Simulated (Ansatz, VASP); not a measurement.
Two plane-wave programs on ZnSbO

```
Zn Sb O
1.0
     3.54339    0.00000    0.00000
     0.00000    3.54339    0.00000
     0.00000    0.00000    5.11101
Zn Sb O
1 1 1
Direct
  0.50000 0.50000 0.00000
  0.50000 0.50000 0.50000
  0.00000 0.00000 0.50000
```

Alike in both runs: task single point; functional PBE; k mesh 6 × 6 × 4; occupations gaussian, width 0.1 eV; no spin polarisation.

|  | VASP | Ansatz |
| --- | --- | --- |
| version | VASP 6.6.1 | Ansatz 0.2.0 |
| potentials or method | VASP PAW PBE potentials, release 64 (Zn, Sb, O), cutoff 520 eV | scalar-relativistic, plane waves, PAW |
| valence electrons in the cell | 23 | 33 |

Ansatz gave:

* gap on the k mesh at the Fermi level (eV): none
* pressure (GPa): -3.8
* traceless stress, the component that is largest in VASP (GPa): 11.32

Problem. Estimate VASP's values.

Solution. gap on the k mesh at the Fermi level (eV): none; pressure (GPa): -4.0; traceless stress, the component that is largest in VASP (GPa): 11.57.

A gap of «none» marks a metal or a gap that the smearing closes. VASP's potentials hold 23 valence electrons a cell and Ansatz's 33, so a difference there can come from the potentials and not from the codes.

Spin-orbit coupling is off throughout.
